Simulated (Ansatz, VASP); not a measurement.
## La in VASP and in Ansatz

```
La
1.0
     0.00000    2.68367    2.68367
     2.68367    0.00000    2.68367
     2.68367    2.68367    0.00000
La
1
Cartesian
  0.0000 0.0000 0.0000
```

Alike in both runs: task single point; functional revPBE; k mesh 11 × 11 × 11; occupations fermi-dirac, width 0.1 eV; no spin polarisation.

|  | VASP | Ansatz |
| --- | --- | --- |
| version | VASP 6.6.1 | Ansatz 0.2.0 |
| potentials or method | VASP PAW PBE potentials, release 64 (La), cutoff 520 eV | plane waves (420 eV) with PAW, scalar-relativistic |
| valence electrons in the cell | 11 | 11 |

```csv
,VASP,Ansatz,Ansatz less VASP
pressure (GPa),-0.1,-0.1,-0.05
```

VASP's potentials were made for PBE, not for revPBE.

Neither program's run includes spin-orbit coupling.
